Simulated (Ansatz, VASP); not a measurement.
One calculation of NaF, two programs

```
Na F
1.0
     0.00000    2.32330    2.26522
     2.32330    0.00000    2.26522
     2.32330    2.32330    0.00000
Na F
1 1
Direct
  0.00000 0.00000 0.00000
  0.50000 0.50000 0.50000
```

Change from the starting cell: strain +0.000 along x and y, -0.025 along z, atoms carried along.

Alike in both runs: task single point; functional PBEsol; k mesh 8 × 8 × 8; occupations gaussian, width 0.05 eV; no spin polarisation.

|  | VASP | Ansatz |
| --- | --- | --- |
| version | VASP 6.6.1 | Ansatz 0.2.0 |
| potentials or method | VASP PAW PBE potentials, release 64 (Na_pv, F), cutoff 520 eV | scalar-relativistic, plane waves, PAW |
| valence electrons in the cell | 14 | 16 |

|  | VASP | Ansatz | Ansatz less VASP |
| --- | --- | --- | --- |
| gap on the k mesh at the Fermi level (eV) | 6.25 | 6.27 | +0.021 |
| least direct gap on the mesh (eV) | 6.25 | 6.27 | +0.021 |
| pressure (GPa) | 0.7 | 0.8 | +0.06 |
| traceless stress, the component that is largest in VASP (GPa) | 1.59 | 1.52 | -0.071 |

VASP's potentials were made for PBE, not for PBEsol. With one functional, cell and mesh, what is left measures potentials, basis and numerics. VASP's potentials hold 14 valence electrons a cell and Ansatz's 16, so a difference there can come from the potentials and not from the codes.
